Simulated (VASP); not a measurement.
# CaMg (Pm-3m) in VASP: notebook

Runs on CaMg. Level: LDA. Tasks: single point.

All numbers are computed with VASP 6.6.1; they aren't measurements. Logs are shortened: lines on timing, memory, paths and dates and some standing lists are left out, and cuts for length are marked.

## (1) The cell of the first run

It takes space group Pm-3m (No. 221, cubic). The conventional cell has a = 3.926 Å, b = 3.926 Å, c = 3.926 Å, α = 90.00°, β = 90.00°, γ = 90.00°. Ca (site symmetry m-3m) has 8 Mg at 3.40 Å and 6 Ca at 3.93 Å within 4.5 Å. Mg (site symmetry m-3m) has 8 Ca at 3.40 Å and 6 Mg at 3.93 Å within 4.5 Å.

## (2) Single point, LDA (30.25 Å³/atom)

Input file INCAR:

```
SYSTEM = CaMg
ALGO     = Normal         ! electronic algorithm
EDIFF    = 1E-7           ! SCF threshold, eV
ENCUT    = 520            ! plane-wave cutoff, eV
ISIF     = 2              ! what is computed and relaxed
ISMEAR   = 0              ! smearing method
LASPH    = .TRUE.         ! aspherical terms in the spheres
LCHARG   = .TRUE.         ! write CHGCAR
LELF     = .TRUE.         ! ELF
LREAL    = .FALSE.        ! projectors in reciprocal space
LVHAR    = .TRUE.       
LWAVE    = .FALSE.        ! write WAVECAR
NBANDS   = 13             ! bands
NELM     = 60             ! most SCF steps
PREC     = Accurate       ! precision mode
SIGMA    = 0.15           ! smearing width, eV
```

Input file KPOINTS:

```
k-points
0
G
  14 14 14
  0 0 0
```

Input file POSCAR:

```
CaMg
1.0
    3.9256689463      0.0000000000      0.0000000000
    0.0000000000      3.9256689463      0.0000000000
    0.0000000000      0.0000000000      3.9256689463
Ca Mg
1 1
Direct
    0.0000000000      0.0000000000      0.0000000000
    0.5000000000      0.5000000000      0.5000000000
```

Potentials or basis: VASP PAW LDA potentials, release 64 (Ca_sv, Mg).

The run is started by

```bash
$ cat potpaw_LDA.64/Ca_sv/POTCAR potpaw_LDA.64/Mg/POTCAR > POTCAR
$ mpirun -np 1 vasp_std > vasp.out
```

OUTCAR:

```text
SYSTEM = CaMg
   EDIFF = 1E-7
   ENCUT = 520
   ISIF = 2
   ISMEAR = 0
   LASPH = .TRUE.
   LREAL = .FALSE.
   NELM = 60
   PREC = Accurate

 ion  position               nearest neighbor table
   1  0.000  0.000  0.000-   2 3.40   2 3.40   2 3.40   2 3.40   2 3.40   2 3.40   2 3.40   2 3.40

   2  0.500  0.500  0.500-   1 3.40   1 3.40   1 3.40   1 3.40   1 3.40   1 3.40   1 3.40   1 3.40

  LATTYP: Found a simple cubic cell.
 ALAT       =     3.9256689463

  Lattice vectors:

 A1 = (   3.9256689463,   0.0000000000,   0.0000000000)
 A2 = (   0.0000000000,   3.9256689463,   0.0000000000)
 A3 = (   0.0000000000,   0.0000000000,   3.9256689463)

Analysis of symmetry for initial positions (statically):
=====================================================================
 Subroutine PRICEL returns:
 Original cell was already a primitive cell.

 Routine SETGRP: Setting up the symmetry group for a
 simple cubic supercell.

 Subroutine GETGRP returns: Found 48 space group operations
 (whereof 48 operations were pure point group operations)
 out of a pool of 48 trial point group operations.

The static configuration has the point symmetry O_h .

Analysis of symmetry for dynamics (positions and initial velocities):
=====================================================================
 Subroutine PRICEL returns:
 Original cell was already a primitive cell.

 Routine SETGRP: Setting up the symmetry group for a
 simple cubic supercell.

 Subroutine GETGRP returns: Found 48 space group operations
 (whereof 48 operations were pure point group operations)
 out of a pool of 48 trial point group operations.

The dynamic configuration has the point symmetry O_h .

 Subroutine INISYM returns: Found 48 space group operations
 (whereof 48 operations are pure point group operations),
 and found     1 'primitive' translations

----------------------------------------------------------------------------------------

                                     Primitive cell

  volume of cell :      60.4980

  direct lattice vectors                    reciprocal lattice vectors
     3.925668946  0.000000000  0.000000000     0.254733655  0.000000000  0.000000000
     0.000000000  3.925668946  0.000000000     0.000000000  0.254733655  0.000000000
     0.000000000  0.000000000  3.925668946     0.000000000  0.000000000  0.254733655

  length of vectors
     3.925668946  3.925668946  3.925668946     0.254733655  0.254733655  0.254733655

  position of ions in fractional coordinates (direct lattice)
     0.000000000  0.000000000  0.000000000
     0.500000000  0.500000000  0.500000000

  ion indices of the primitive-cell ions
   primitive index   ion index
                 1           1
                 2           2

----------------------------------------------------------------------------------------

 KPOINTS: k-points

Automatic generation of k-mesh.
 Grid dimensions read from file:
 generate k-points for:   14   14   14

 Generating k-lattice:

  Cartesian coordinates                     Fractional coordinates (reciprocal lattice)
     0.018195261  0.000000000  0.000000000     0.071428571  0.000000000  0.000000000
     0.000000000  0.018195261  0.000000000     0.000000000  0.071428571  0.000000000
     0.000000000  0.000000000  0.018195261     0.000000000  0.000000000  0.071428571

  Length of vectors
     0.018195261  0.018195261  0.018195261

  Shift w.r.t. Gamma in fractional coordinates (k-lattice)
     0.000000000  0.000000000  0.000000000

 Subroutine IBZKPT returns following result:
 ===========================================

 Found    120 irreducible k-points:

 Following reciprocal coordinates:
            Coordinates               Weight
  0.000000  0.000000  0.000000      1.000000
  0.071429  0.000000  0.000000      6.000000
  0.142857  0.000000  0.000000      6.000000
  0.214286  0.000000  0.000000      6.000000
  0.285714  0.000000  0.000000      6.000000
  0.357143  0.000000  0.000000      6.000000
[... 16 lines left out ...]
  0.285714  0.214286  0.000000     24.000000
  0.357143  0.214286  0.000000     24.000000
 [... further k-points ...]
   k-points           NKPTS =    120   k-points in BZ     NKDIM =    120   number of bands    NBANDS=     13
   number of dos      NEDOS =    301   number of ions     NIONS =      2
   total plane-waves  NPLWV =  27000
   dimension x,y,z NGX =    30 NGY =   30 NGZ =   30
   dimension x,y,z NGXF=    60 NGYF=   60 NGZF=   60
   ions per type =               1   1
   NGX,Y,Z   is equivalent  to a cutoff of  12.70, 12.70, 12.70 a.u.
   NGXF,Y,Z  is equivalent  to a cutoff of  25.41, 25.41, 25.41 a.u.
 SYSTEM =  CaMg
   PREC   = accura    normal or accurate (medium, high low for compatibility)
   ISTART =      0    job   : 0-new  1-cont  2-samecut
   ICHARG =      2    charge: 1-file 2-atom 10-const
   ISPIN  =      1    spin polarized calculation?
   LNONCOLLINEAR =      F non collinear calculations
   LSORBIT =      F    spin-orbit coupling
   LASPH  =      T    aspherical Exc in radial PAW
   ENCUT  =  520.0 eV  38.22 Ry    6.18 a.u.   7.30  7.30  7.30*2*pi/ulx,y,z
   NELM   =     60;   NELMIN=  2; NELMDL= -5     # of ELM steps
   EDIFF  = 0.1E-06   stopping-criterion for ELM
   LREAL  =      F    real-space projection
   EDIFFG = 0.1E-05   stopping-criterion for IOM
   NSW    =      0    number of steps for IOM
   IBRION =     -1    ionic relax: 0-MD 1-quasi-New 2-CG
   NFREE  =      0    steps in history (QN), initial steepest desc. (CG)
   ISIF   =      2    stress and relaxation
   ISYM   =      2    0-nonsym 1-usesym 2-fastsym
   POTIM  = 0.5000    time-step for ionic-motion
   TEBEG  =    0.0;   TEEND  =   0.0 temperature during run
   PSTRESS=    0.0 pullay stress
   NELECT =      12.0000    total number of electrons
   NUPDOWN=      -1.0000    fix difference up-down
   EMIN   =  10.00;   EMAX   =-10.00  energy-range for DOS
   EFERMI =   0.00;   METHOD = LEGACY
   ISMEAR =     0;   SIGMA  =   0.15  broadening in eV -4-tet -1-fermi 0-gaus
   EFERMI_NEDOS =   21; number of points for ismear=-14 and -15
   IALGO  =     38    algorithm
   IMIX   =      4    mixing-type and parameters
     AMIX     =   0.40;   BMIX     =  1.00
     AMIX_MAG =   1.60;   BMIX_MAG =  1.00
  volume/ion in A,a.u.               =      30.25       204.13
  Fermi-wavevector in a.u.,A,eV,Ry     =   0.954747  1.804210 12.402276  0.911542
  Thomas-Fermi vector in A             =   2.083522
   LORBIT       =      0    0 simple, 1 ext, 2 COOP (PROOUT), +10 PAW based schemes
   GGA     = CA    functional components
   LHFCALC =     F    Hartree Fock is set to
   AEXX    =    0.0000 exact exchange contribution
   IVDW    =     0    specifies the selected vdW correction
   LEPSILON=     F    determine dielectric tensor
   LRPA    =     F    only Hartree local field effects (RPA)
 non-spin polarized calculation
 Gauss-broadening in eV      SIGMA  =   0.15
  energy-cutoff  :      520.00
  volume of cell :       60.50
 maximum number of plane-waves:      1654
 NGX is ok and might be reduce to    30
   NGX = 15   NGY = 15   NGZ = 15

 number of electron      12.0000001 magnetization

 Free energy of the ion-electron system (eV)
  ---------------------------------------------------
  ext. energy  EPLUGINS =         0.00000000
  ---------------------------------------------------
  free energy    TOTEN  =        -4.27685861 eV

  energy without entropy =       -4.25831981  energy(sigma->0) =       -4.26758921

 E-fermi :   2.1293     XC(G=0):  -8.4866

 val. band max:        2.1114798440   @ k =   0.5000   0.3571   0.3571
 cond. band min:       2.1624023903   @ k =   0.3571   0.3571   0.2857
 fundamental gap:      0.0509225463
 Fermi energy:         2.1293370660

 k-point     1 :       0.0000    0.0000    0.0000
  band No.  band energies     occupation
      1     -38.8528      2.00000
      2     -20.1287      2.00000
      3     -20.1287      2.00000
      4     -20.1287      2.00000
      5      -3.0694      2.00000
      6       3.0879      0.00000
      7       3.0879      0.00000
      8       5.9102      0.00000
      9       5.9102      0.00000
     10       5.9102      0.00000
     11       6.2555      0.00000
     12       6.2555      0.00000
     13       6.2555      0.00000

 k-point     2 :       0.0714    0.0000    0.0000
  band No.  band energies     occupation
      1     -38.8525      2.00000
      2     -20.1328      2.00000
      3     -20.1283      2.00000
      4     -20.1283      2.00000
      5      -3.0147      2.00000
      6       3.0107      0.00000
      7       3.1168      0.00000
      8       5.6390      0.00000
      9       5.6390      0.00000
     10       5.9187      0.00000
     11       6.0960      0.00000
     12       6.5616      0.00000
     13       6.5616      0.00000

 k-point     3 :       0.1429    0.0000    0.0000
  band No.  band energies     occupation
      1     -38.8518      2.00000
      2     -20.1442      2.00000
      3     -20.1274      2.00000
      4     -20.1274      2.00000
      5      -2.8518      2.00000
      6       2.7421      0.00000
      7       3.2011      0.00000
      8       5.2872      0.00000
      9       5.2872      0.00000
     10       5.8483      0.00000
     11       5.9427      0.00000
     12       7.0203      0.00000
     13       7.0203      0.00000
[... 305 lines left out ...]
 k-point    23 :       0.2857    0.2143    0.0000
  band No.  band energies     occupation
      1     -38.8479      2.00000
      2     -20.1753      2.00000
      3     -20.1554      2.00000
      4     -20.1216      2.00000
      5      -1.7734      2.00000
      6       1.9175      1.95416
      7       2.7580      0.00000
      8       4.2562      0.00000
      9       4.8338      0.00000
     10       5.4541      0.00000
     11       6.3946      0.00000
     12       6.8909      0.00000
     13       8.8592      0.00000

 k-point    24 :       0.3571    0.2143    0.0000
  band No.  band energies     occupation
      1     -38.8469      2.00000
      2     -20.1913      2.00000
      3     -20.1537      2.00000
      4     -20.1202      2.00000
      5      -1.3445      2.00000
      6       1.2303      2.00000
      7       2.9957      0.00000
      8       4.1180      0.00000
      9       4.6995      0.00000
     10       5.4789      0.00000
     11       6.4680      0.00000
     12       7.1701      0.00000
     13       8.7980      0.00000

 [... further k-points ...]

------------------------ aborting loop because EDIFF is reached ----------------------------------------

  FORCE on cell =-STRESS in cart. coord.  units (eV):
  Direction    XX          YY          ZZ          XY          YZ          ZX
  --------------------------------------------------------------------------------------
  -------------------------------------------------------------------------------------
  Total       -0.5618646     -0.5618646     -0.5618646      0.0000000     -0.0000000     -0.0000000
  in kB      -14.8799414    -14.8799414    -14.8799414      0.0000000     -0.0000000     -0.0000000
  external PRESSURE =     -14.8799414 kB  Pullay stress =       0.0000000 kB

 VOLUME and BASIS-vectors are now :
 -----------------------------------------------------------------------------
  energy-cutoff  :      520.00
  volume of cell :       60.50
      direct lattice vectors                 reciprocal lattice vectors
     3.925668946  0.000000000  0.000000000     0.254733655  0.000000000  0.000000000
     0.000000000  3.925668946  0.000000000     0.000000000  0.254733655  0.000000000
     0.000000000  0.000000000  3.925668946     0.000000000  0.000000000  0.254733655

 POSITION                                       TOTAL-FORCE (eV/Angst)
 -----------------------------------------------------------------------------------
      0.00000      0.00000      0.00000         0.000000      0.000000      0.000000
      1.96283      1.96283      1.96283         0.000000      0.000000      0.000000
 -----------------------------------------------------------------------------------
    total drift:                                0.000000     -0.000000     -0.000000

  FREE ENERGIE OF THE ION-ELECTRON SYSTEM (eV)
  ---------------------------------------------------
  free  energy   TOTEN  =        -4.2768586076 eV

  energy  without entropy=       -4.2583198061  energy(sigma->0) =       -4.26758921
```

It took 38 s on 1 thread of Intel Xeon 6975P-C (Granite Rapids), shared host; peak memory 0.23 GiB.

Results:

| Quantity | Value |
| --- | --- |
| Free energy | -4.2769 eV |
| Pressure | -1.5 GPa |
| Band gap on the k mesh | zero (bands 6 and 7 overlap by 1.30 eV) |

## (3) Single point, LDA (31.78 Å³/atom)

This run uses another cell than the first one, of 31.78 Å³/atom.

Input file INCAR:

```
PREC     = Accurate       # precision mode
ENCUT    = 520            # plane-wave cutoff, eV
EDIFF    = 1E-6           # SCF threshold, eV
ISMEAR   = 0              # smearing method
SIGMA    = 0.15           # smearing width, eV
LREAL    = False          # projectors in reciprocal space
LASPH    = True           # aspherical terms in the spheres
NELM     = 80             # most SCF steps
ALGO     = Normal         # electronic algorithm
ISIF     = 2              # what is computed and relaxed
LWAVE    = False          # write WAVECAR
LCHARG   = False          # write CHGCAR
NBANDS   = 13             # bands
```

Input file KPOINTS:

```
regular mesh
0
Gamma
  14 14 14
```

Input file POSCAR:

```
CaMg
1.0
    3.9908541041      0.0000000000      0.0000000000
    0.0000000000      3.9908541041      0.0000000000
    0.0000000000      0.0000000000      3.9908541041
Ca Mg
1 1
Direct
    0.0000000000      0.0000000000      0.0000000000
    0.5000000000      0.5000000000      0.5000000000
```

Potentials or basis: VASP PAW LDA potentials, release 64 (Ca_sv, Mg).

The run is started by

```bash
$ cat potpaw_LDA.64/Ca_sv/POTCAR potpaw_LDA.64/Mg/POTCAR > POTCAR
$ mpirun -np 1 vasp_std > vasp.out
```

It took 33 s on 1 thread of Intel Xeon 6975P-C (Granite Rapids), shared host; peak memory 0.23 GiB.

Results (log left out):

```
Free energy            : -4.2381 eV
Pressure               : -2.6 GPa
Band gap on the k mesh : zero (bands 6 and 7 overlap by 1.27 eV)
```

Levels at points of the mesh, in eV from the Fermi level:
```csv
k point,band 3,band 4,band 5,band 6,band 7,band 8,band 9,band 10
"(0.00, 0.00, 0.00)",-22.39,-22.39,-5.08,0.98,0.98,3.64,3.64,3.64
"(0.50, 0.00, 0.00)",-22.39,-22.39,-2.91,-2.40,1.68,2.18,2.18,3.80
"(0.50, 0.50, 0.00)",-22.45,-22.38,-1.88,-0.28,-0.28,0.27,2.72,2.72
"(0.50, 0.50, 0.50)",-22.44,-22.44,-0.29,-0.29,-0.29,1.22,2.69,2.69
```

## (4) Single point, LDA (33.31 Å³/atom)

This run uses another cell than the first one, of 33.31 Å³/atom.

Input file INCAR:

```
SYSTEM = CaMg
ALGO = Normal
EDIFF = 1E-6
ENCUT = 520
GGA = CA
ISIF = 2
ISMEAR = 0
LASPH = .True.
LCHARG = .False.
LREAL = .False.
LWAVE = .False.
NBANDS = 13
NELM = 100
PREC = Accurate
SIGMA = 0.15
```

Input file KPOINTS:

```
k-points
0
Gamma
  14 14 14
  0 0 0
```

Input file POSCAR:

```
CaMg
1.0
    4.0539361215      0.0000000000      0.0000000000
    0.0000000000      4.0539361215      0.0000000000
    0.0000000000      0.0000000000      4.0539361215
Ca Mg
1 1
Direct
    0.0000000000      0.0000000000      0.0000000000
    0.5000000000      0.5000000000      0.5000000000
```

The run is started by

```bash
$ cat potpaw_LDA.64/Ca_sv/POTCAR potpaw_LDA.64/Mg/POTCAR > POTCAR
$ mpirun -np 1 vasp_std > vasp.out
```

Wall time 30 s (1 thread of Intel Xeon 6975P-C (Granite Rapids), shared host); peak memory 0.24 GiB.

The run converged. Its results:

* Free energy: -4.1814 eV
* Pressure: -3.4 GPa
* Band gap on the k mesh: zero (bands 6 and 7 overlap by 1.29 eV)

Levels at points of the mesh, in eV from the Fermi level:
```csv
k point,band 3,band 4,band 5,band 6,band 7,band 8,band 9,band 10
"(0.00, 0.00, 0.00)",-22.52,-22.52,-4.97,0.99,0.99,3.50,3.50,3.50
"(0.50, 0.00, 0.00)",-22.51,-22.51,-2.89,-2.36,1.65,2.12,2.12,3.65
"(0.50, 0.50, 0.00)",-22.57,-22.51,-1.85,-0.30,-0.30,0.24,2.64,2.64
"(0.50, 0.50, 0.50)",-22.56,-22.56,-0.25,-0.25,-0.25,1.04,2.57,2.57
```

Caveat: the cell stands under tension.

## (5) Summary

| cell | gap on the mesh (eV) | pressure (GPa) |
| --- | --- | --- |
| a = 3.926 Å, 2 atoms | none | -1.5 |
| a = 3.991 Å, 2 atoms | none | -2.6 |
| a = 4.054 Å, 2 atoms | none | -3.4 |

Alike in all rows: task single point; level LDA; potentials or basis VASP PAW LDA potentials, release 64 (Ca_sv, Mg); no spin polarisation; k mesh 14 × 14 × 14; cutoff (eV) 520; smearing gaussian 0.15 eV.

Caveats: the cell stands under tension (at least some runs).

Absolute energies hang on the potentials; compare differences alone.

The gap in the log of VASP goes by the Fermi energy; the results here count the filled bands.